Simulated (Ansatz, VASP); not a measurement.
## Two plane-wave programs on LiF

```
Li F
1.0
     0.00000    1.91330    2.01400
     1.91330    0.00000    2.01400
     1.91330    1.91330    0.00000
Li F
1 1
Cartesian
  0.0000 0.0000 0.0000
  1.9133 1.9133 2.0140
```

Change from the starting cell: strain -0.050 along x and y, +0.000 along z, atoms carried along.

Alike in both runs: task single point; functional LDA; k mesh 10 × 10 × 10; occupations gaussian, width 0.05 eV; no spin polarisation.

|  | VASP | Ansatz |
| --- | --- | --- |
| version | VASP 6.6.1 | Ansatz 0.2.0 |
| potentials or method | VASP PAW LDA potentials, release 64 (Li_sv, F), cutoff 520 eV | scalar-relativistic, plane waves, PAW |
| valence electrons in the cell | 10 | 10 |

Ansatz gave:

| Item | Value |
| --- | --- |
| gap on the k mesh at the Fermi level (eV) | 9.74 |
| least direct gap on the mesh (eV) | 9.74 |

What did VASP give for the same quantities?

gap on the k mesh at the Fermi level (eV): 9.73; least direct gap on the mesh (eV): 9.73.

LDA's correlation is that of Perdew and Zunger in VASP and of Perdew and Wang (1992) in Ansatz.

Noted on VASP's run: the cutoff is short for stress, so the pressure is rough.
